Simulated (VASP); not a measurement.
# W in VASP: further runs

W is run at these levels: PBE+D3(BJ); tasks: single point, relaxation of the atoms.

All numbers are computed with VASP 6.6.1; they aren't measurements. Logs are shortened: lines on timing, memory, paths and dates and some standing lists are left out, and cuts for length are marked.

## 1. The cell of the first run

The cell holds a slab with vacuum, 12 atoms: a = 5.472 Å, b = 5.472 Å, c = 20.468 Å, α = 90.00°, β = 90.00°, γ = 109.47°.

## 2. Single point, PBE+D3(BJ)

INCAR

```
SYSTEM = W
PREC = Accurate
ENCUT = 520
EDIFF = 1E-6
ISMEAR = 0
SIGMA = 0.1
LREAL = .FALSE.
LASPH = .TRUE.
NELM = 60
ALGO = Normal
ISIF = 2
LWAVE = .FALSE.
LCHARG = .FALSE.
LDIPOL = .TRUE.
IDIPOL = 3
DIPOL = 0.5 0.5 0.498
GGA = PE
IVDW = 12
NBANDS = 96
```

KPOINTS

```
regular mesh
0
G
  4 4 1
  0 0 0
```

POSCAR

```
W
1.0
    5.4721979647      0.0000000000      0.0000000000
   -1.8240659882      5.1592377184      0.0000000000
    0.0000000000      0.0000000000     20.4680309283
W
12
Direct
    0.2500000000      0.2500000000      0.3908534254
    0.2500000000      0.7500000000      0.3908534254
    0.7500000000      0.2500000000      0.3908534254
    0.7500000000      0.7500000000      0.3908534254
    0.5000000000      0.5000000000      0.4976272381
    0.5000000000      0.0000000000      0.4976272381
    0.0000000000      0.5000000000      0.4976272381
    0.0000000000      0.0000000000      0.4976272381
    0.7500000000      0.7500000000      0.6043678906
    0.7500000000      0.2500000000      0.6043678906
    0.2500000000      0.7500000000      0.6043678906
    0.2500000000      0.2500000000      0.6043678906
```

Potentials or basis: VASP PAW PBE potentials, release 64 (W_sv).

Launch:

```
> cat potpaw_PBE.64/W_sv/POTCAR > POTCAR
> mpirun -np 1 vasp_std > vasp.out
```

OUTCAR:

```text
SYSTEM = W
   PREC = Accurate
   ENCUT = 520
   EDIFF = 1E-6
   ISMEAR = 0
   LREAL = .FALSE.
   LASPH = .TRUE.
   NELM = 60
   ISIF = 2
   GGA = PE
   IVDW = 12
 IVDW          = 12

 ion  position               nearest neighbor table
   1  0.250  0.250  0.391-   5 2.70   8 2.70   2 2.74   2 2.74   3 2.74   3 2.74   7 3.13   6 3.13
                             4 3.16   4 3.16
   2  0.250  0.750  0.391-   6 2.70   7 2.70   1 2.74   1 2.74   4 2.74   4 2.74   5 3.13   8 3.13
                             3 3.16   3 3.16
   3  0.750  0.250  0.391-   6 2.70   7 2.70   4 2.74   4 2.74   1 2.74   1 2.74   5 3.13   8 3.13
                             2 3.16   2 3.16
   4  0.750  0.750  0.391-   5 2.70   8 2.70   3 2.74   3 2.74   2 2.74   2 2.74   7 3.13   6 3.13
                             1 3.16   1 3.16
   5  0.500  0.500  0.498-   9 2.70  12 2.70   1 2.70   4 2.70   6 2.74   6 2.74   7 2.74   7 2.74
                            11 3.12  10 3.12   3 3.13   2 3.13   8 3.16   8 3.16
   6  0.500  0.000  0.498-  10 2.70  11 2.70   2 2.70   3 2.70   5 2.74   5 2.74   8 2.74   8 2.74
                             9 3.12  12 3.12   1 3.13   4 3.13   7 3.16   7 3.16
   7  0.000  0.500  0.498-  10 2.70  11 2.70   2 2.70   3 2.70   8 2.74   8 2.74   5 2.74   5 2.74
                             9 3.12  12 3.12   1 3.13   4 3.13   6 3.16   6 3.16
   8  0.000  0.000  0.498-   9 2.70  12 2.70   1 2.70   4 2.70   7 2.74   7 2.74   6 2.74   6 2.74
                            11 3.12  10 3.12   3 3.13   2 3.13   5 3.16   5 3.16
   9  0.750  0.750  0.604-   5 2.70   8 2.70  10 2.74  10 2.74  11 2.74  11 2.74   7 3.12   6 3.12
[... 15 lines left out ...]
 A1 = (   5.4721979647,   0.0000000000,   0.0000000000)
 A2 = (  -1.8240659882,   5.1592377184,   0.0000000000)
 A3 = (   0.0000000000,   0.0000000000,  20.4680309283)

Analysis of symmetry for initial positions (statically):
=====================================================================
 Subroutine PRICEL returns following result:

  LATTYP: Found a base centered orthorhombic cell.
 ALAT       =     3.1593749680
 B/A-ratio  =     1.4142135624
 C/A-ratio  =     6.4785063931

  Lattice vectors:

 A1 = (   2.7360989824,   0.0000000000,   0.0000000000)
 A2 = (  -0.9120329941,   2.5796188592,   0.0000000000)
 A3 = (   0.0000000000,   0.0000000000,  20.4680309283)

   4 primitive cells build up your supercell.

 Routine SETGRP: Setting up the symmetry group for a
 base centered orthorhombic supercell.

 Subroutine GETGRP returns: Found  4 space group operations
 (whereof  4 operations were pure point group operations)
 out of a pool of  8 trial point group operations.

The static configuration has the point symmetry C_2v.

Analysis of symmetry for dynamics (positions and initial velocities):
=====================================================================
 Subroutine PRICEL returns following result:

  LATTYP: Found a base centered orthorhombic cell.
 ALAT       =     3.1593749680
 B/A-ratio  =     1.4142135624
 C/A-ratio  =     6.4785063931

  Lattice vectors:

 A1 = (   2.7360989824,   0.0000000000,   0.0000000000)
 A2 = (  -0.9120329941,   2.5796188592,   0.0000000000)
 A3 = (   0.0000000000,   0.0000000000,  20.4680309283)

   4 primitive cells build up your supercell.

 Routine SETGRP: Setting up the symmetry group for a
 base centered orthorhombic supercell.

 Subroutine GETGRP returns: Found  4 space group operations
 (whereof  4 operations were pure point group operations)
 out of a pool of  8 trial point group operations.

The dynamic configuration has the point symmetry C_2v.

 Subroutine INISYM returns: Found  4 space group operations
 (whereof  4 operations are pure point group operations),
 and found     4 'primitive' translations

----------------------------------------------------------------------------------------

                                     Primitive cell

  volume of cell :     144.4653

  direct lattice vectors                    reciprocal lattice vectors
     2.736098982  0.000000000  0.000000000     0.365483854  0.129218056  0.000000000
    -0.912032994  2.579618859  0.000000000     0.000000000  0.387654167  0.000000000
     0.000000000  0.000000000 20.468030928     0.000000000  0.000000000  0.048856678

  length of vectors
     2.736098982  2.736098982 20.468030928     0.387654167  0.387654167  0.048856678

  position of ions in fractional coordinates (direct lattice)
     0.500000000  0.500000000  0.390853425
     1.000000000  1.000000000  0.497627238
     0.500000000  0.500000000  0.604367891

  ion indices of the primitive-cell ions
   primitive index   ion index
                 1           1
                 2           5
                 3          12

----------------------------------------------------------------------------------------

 KPOINTS: regular mesh

Automatic generation of k-mesh.
 Grid dimensions read from file:
 generate k-points for:    4    4    1

 Generating k-lattice:

  Cartesian coordinates                     Fractional coordinates (reciprocal lattice)
     0.045685482  0.016152257  0.000000000     0.250000000  0.000000000  0.000000000
     0.000000000  0.048456771  0.000000000     0.000000000  0.250000000  0.000000000
     0.000000000  0.000000000  0.048856678     0.000000000  0.000000000  1.000000000

  Length of vectors
     0.048456771  0.048456771  0.048856678

  Shift w.r.t. Gamma in fractional coordinates (k-lattice)
     0.000000000  0.000000000  0.000000000

 Subroutine IBZKPT returns following result:
 ===========================================

 Found      7 irreducible k-points:

 Following reciprocal coordinates:
            Coordinates               Weight
  0.000000  0.000000  0.000000      1.000000
  0.250000  0.000000  0.000000      4.000000
  0.500000  0.000000  0.000000      2.000000
  0.250000  0.250000  0.000000      2.000000
  0.500000  0.250000  0.000000      4.000000
 -0.250000  0.250000  0.000000      2.000000
  0.500000  0.500000  0.000000      1.000000
   k-points           NKPTS =      7   k-points in BZ     NKDIM =      7   number of bands    NBANDS=     96
   number of dos      NEDOS =    301   number of ions     NIONS =     12
   total plane-waves  NPLWV = 282240
   dimension x,y,z NGX =    42 NGY =   42 NGZ =  160
   dimension x,y,z NGXF=    84 NGYF=   84 NGZF=  320
   ions per type =              12
   NGX,Y,Z   is equivalent  to a cutoff of  12.76, 12.76, 13.00 a.u.
   NGXF,Y,Z  is equivalent  to a cutoff of  25.52, 25.52, 25.99 a.u.
 SYSTEM =  W
   PREC   = accura    normal or accurate (medium, high low for compatibility)
   ISTART =      0    job   : 0-new  1-cont  2-samecut
   ICHARG =      2    charge: 1-file 2-atom 10-const
   ISPIN  =      1    spin polarized calculation?
   LNONCOLLINEAR =      F non collinear calculations
   LSORBIT =      F    spin-orbit coupling
   LASPH  =      T    aspherical Exc in radial PAW
   ENCUT  =  520.0 eV  38.22 Ry    6.18 a.u.  10.17 10.17 38.06*2*pi/ulx,y,z
   NELM   =     60;   NELMIN=  2; NELMDL= -5     # of ELM steps
   EDIFF  = 0.1E-05   stopping-criterion for ELM
   LREAL  =      F    real-space projection
[... 7 lines left out ...]
   TEBEG  =    0.0;   TEEND  =   0.0 temperature during run
   PSTRESS=    0.0 pullay stress
   NELECT =     168.0000    total number of electrons
   NUPDOWN=      -1.0000    fix difference up-down
   EMIN   =  10.00;   EMAX   =-10.00  energy-range for DOS
   EFERMI =   0.00;   METHOD = LEGACY
   ISMEAR =     0;   SIGMA  =   0.10  broadening in eV -4-tet -1-fermi 0-gaus
   EFERMI_NEDOS =   21; number of points for ismear=-14 and -15
   IALGO  =     38    algorithm
   IMIX   =      4    mixing-type and parameters
     AMIX     =   0.40;   BMIX     =  1.00
     AMIX_MAG =   1.60;   BMIX_MAG =  1.00
  volume/ion in A,a.u.               =      48.16       324.97
  Fermi-wavevector in a.u.,A,eV,Ry     =   1.084518  2.049442 16.002893  1.176179
  Thomas-Fermi vector in A             =   2.220610
   LORBIT       =      0    0 simple, 1 ext, 2 COOP (PROOUT), +10 PAW based schemes
   GGA     = PE    functional components
   LHFCALC =     F    Hartree Fock is set to
   AEXX    =    0.0000 exact exchange contribution
   IVDW    =    12    specifies the selected vdW correction
   LEPSILON=     F    determine dielectric tensor
   LRPA    =     F    only Hartree local field effects (RPA)
 non-spin polarized calculation
 Gauss-broadening in eV      SIGMA  =   0.10
  energy-cutoff  :      520.00
  volume of cell :      577.86
 maximum number of plane-waves:     15577
 NGX is ok and might be reduce to    42
   NGX = 21   NGY = 21   NGZ = 77

 dipolmoment           0.000000      0.000000      0.000174 electrons x Angstroem

 number of electron     168.0000041 magnetization

 dipolmoment           0.000000      0.000000     -0.000132 electrons x Angstroem

 Free energy of the ion-electron system (eV)
  ---------------------------------------------------
  ext. energy  EPLUGINS =         0.00000000
  ---------------------------------------------------
  free energy    TOTEN  =      -143.68732533 eV

  energy without entropy =     -143.62122551  energy(sigma->0) =     -143.65427542

 E-fermi :   0.5717     XC(G=0):  -5.5004

 val. band max:        0.5647899629   @ k =   0.0000   0.0000   0.0000
 cond. band min:       0.6211784894   @ k =   0.0000   0.0000   0.0000
 fundamental gap:      0.0563885264
 Fermi energy:         0.5717314773

 k-point     1 :       0.0000    0.0000    0.0000
  band No.  band energies     occupation
      1     -73.5202      2.00000
      2     -73.4297      2.00000
      3     -73.4297      2.00000
      4     -73.3909      2.00000
      5     -73.3594      2.00000
      6     -73.3383      2.00000
[... 682 lines left out ...]
     95       1.6151      0.00000
     96       1.6152      0.00000

------------------------ aborting loop because EDIFF is reached ----------------------------------------

 vacuum level on the upper side and lower side of the slab       (xc-potential included)        -0.134        -0.133

 Edisp (eV)   -5.29153

 E8    (eV) :    -2.8352

  FORCE on cell =-STRESS in cart. coord.  units (eV):
  Direction    XX          YY          ZZ          XY          YZ          ZX
  --------------------------------------------------------------------------------------
  -------------------------------------------------------------------------------------
  Total     -12.31361   -14.43434     0.12433    -2.99917     0.00000     0.00000
  in kB     -34.14071   -40.02065     0.34472    -8.31550     0.00000     0.00000
  external pressure =      -24.61 kB  Pullay stress =        0.00 kB

 VOLUME and BASIS-vectors are now :
 -----------------------------------------------------------------------------
  energy-cutoff  :      520.00
  volume of cell :      577.86
      direct lattice vectors                 reciprocal lattice vectors
     5.472197965  0.000000000  0.000000000     0.182741927  0.064609028  0.000000000
    -1.824065988  5.159237718  0.000000000     0.000000000  0.193827083  0.000000000
     0.000000000  0.000000000 20.468030928     0.000000000  0.000000000  0.048856678

 POSITION                                       TOTAL-FORCE (eV/Angst)
 -----------------------------------------------------------------------------------
      0.91203      1.28981      8.00000         0.000000      0.000000     -0.016151
      0.00000      3.86943      8.00000        -0.000000     -0.000000     -0.016151
      3.64813      1.28981      8.00000         0.000000      0.000000     -0.016151
      2.73610      3.86943      8.00000         0.000000      0.000000     -0.016151
      1.82407      2.57962     10.18545        -0.000000      0.000000     -0.005896
      2.73610      0.00000     10.18545        -0.000000      0.000000     -0.005896
     -0.91203      2.57962     10.18545         0.000000      0.000000     -0.005896
      0.00000      0.00000     10.18545        -0.000000      0.000000     -0.005896
      2.73610      3.86943     12.37022         0.000000      0.000000      0.022047
      3.64813      1.28981     12.37022        -0.000000     -0.000000      0.022047
      0.00000      3.86943     12.37022        -0.000000      0.000000      0.022047
      0.91203      1.28981     12.37022         0.000000     -0.000000      0.022047
 -----------------------------------------------------------------------------------
    total drift:                                0.000000      0.000000      0.001305

  FREE ENERGIE OF THE ION-ELECTRON SYSTEM (eV)
  ---------------------------------------------------
  free  energy   TOTEN  =      -148.9788577982 eV

  energy  without entropy=     -148.9127579738  energy(sigma->0) =     -148.94580789

 vacuum level on the upper side and lower side of the slab         5.302         5.304
```

Run time: 13 min. Hardware: 1 thread of AMD EPYC 7R13 (Zen 3), shared host; peak memory 0.68 GiB.

What came out:

- Free energy: -148.9789 eV
- Largest force: 0.022 eV/Å
- Band gap on the k mesh: zero (bands 84 and 85 overlap by 1.27 eV)
- Dispersion energy per atom: -0.441 eV

Forces in eV/Å, atoms in the order of the input:
```
W    0.000  0.000 -0.016
W    0.000  0.000 -0.016
W    0.000  0.000 -0.016
W    0.000  0.000 -0.016
W    0.000  0.000 -0.006
W    0.000  0.000 -0.006
W    0.000  0.000 -0.006
W    0.000  0.000 -0.006
W    0.000  0.000  0.022
W    0.000  0.000  0.022
W    0.000  0.000  0.022
W    0.000  0.000  0.022
```

Caveat: spin-orbit coupling is left out, which moves the levels of the heavy elements.

## 3. Relaxation of the atoms, PBE+D3(BJ)

INCAR

```
SYSTEM = W
PREC = Accurate
ENCUT = 520
EDIFF = 1E-7
ISMEAR = 0
SIGMA = 0.1
LREAL = .False.
LASPH = .True.
NELM = 60
ALGO = Normal
ISIF = 2
LWAVE = .False.
LCHARG = .False.
LDIPOL = .True.
IDIPOL = 3
DIPOL = 0.5 0.5 0.500
GGA = PE
IVDW = 12
IBRION = 2
NSW = 90
EDIFFG = -0.03
KPAR = 4
```

KPOINTS

```
regular mesh
0
Gamma
  4 4 1
  0 0 0
```

POSCAR

```
W
1.0
    5.4721979736      0.0000000000      0.0000000000
   -1.8240659912      5.1592377269      0.0000000000
    0.0000000000      0.0000000000     20.4680309356
W
12
Selective dynamics
Direct
    0.2500000000      0.2500000000      0.3908534253  F F F
    0.2500000000      0.7500000000      0.3908534253  F F F
    0.7500000000      0.2500000000      0.3908534253  F F F
    0.7500000000      0.7500000000      0.3908534253  F F F
    0.5000000000      0.5000000000      0.5000000000  T T T
    0.5000000000      0.0000000000      0.5000000000  T T T
    0.0000000000      0.5000000000      0.5000000000  T T T
    0.0000000000      0.0000000000      0.5000000000  T T T
    0.7500000000      0.7500000000      0.6091465747  T T T
    0.7500000000      0.2500000000      0.6091465747  T T T
    0.2500000000      0.7500000000      0.6091465747  T T T
    0.2500000000      0.2500000000      0.6091465747  T T T
```

Potentials or basis: VASP PAW PBE potentials, release 64 (W_sv).

Launch:

```
> cat potpaw_PBE.64/W_sv/POTCAR > POTCAR
> mpirun -np 4 vasp_std > vasp.out
```

It took 13 min on 4 MPI ranks of Intel Xeon 6975P-C (Granite Rapids), shared host; peak memory 0.82 GiB.

It converged, with:

| Property | Result |
| --- | --- |
| Free energy | -148.9789 eV |
| Energy gained by relaxing | 7.0 meV/atom |
| Ionic steps | 5 |
| Band gap on the k mesh | zero (bands 84 and 85 overlap by 1.27 eV) |
| Dispersion energy per atom | -0.441 eV |

Step by step:
| step | energy change (eV) | largest force on free atoms (eV/Å) | pressure (GPa) |
| --- | --- | --- | --- |
| 1 | 0.0000 | 0.4402 | -3.97 |
| 2 | -0.0298 | 0.2589 | -3.65 |
| 3 | -0.0448 | 0.4029 | -3.21 |
| 4 | -0.0668 | 0.2660 | -3.00 |
| 5 | -0.0841 | 0.0162 | -2.57 |

Final structure:
```xyz
12
Lattice="5.4722 0.0000 0.0000 -1.8241 5.1592 0.0000 0.0000 0.0000 20.4680" Properties=species:S:1:pos:R:3 pbc="T T T"
W     0.9120    1.2898    8.0000
W     0.0000    3.8694    8.0000
W     3.6481    1.2898    8.0000
W     2.7361    3.8694    8.0000
W     1.8241    2.5796   10.1882
W     2.7361    0.0000   10.1882
W    -0.9120    2.5796   10.1882
W     0.0000    0.0000   10.1882
W     2.7361    3.8694   12.3769
W     3.6481    1.2898   12.3769
W     0.0000    3.8694   12.3769
W     0.9120    1.2898   12.3769
```

Levels at points of the mesh, in eV from the Fermi level:
```csv
k point,band 80,band 81,band 82,band 83,band 84,band 85,band 86,band 87,band 88,band 89
"(0.00, 0.00, 0.00)",0.05,0.05,0.38,0.71,0.74,1.47,1.47,1.55,1.58,1.58
"(0.50, 0.00, 0.00)",-1.09,-0.80,-0.80,-0.72,-0.72,0.33,0.33,0.60,0.60,0.68
"(0.50, 0.50, 0.00)",-0.95,-0.91,-0.91,-0.57,-0.57,-0.52,-0.52,-0.12,-0.12,0.55
```

Caveat: spin-orbit coupling is left out, which moves the levels of the heavy elements.

The gap in the log of VASP goes by the Fermi energy; the results here count the filled bands.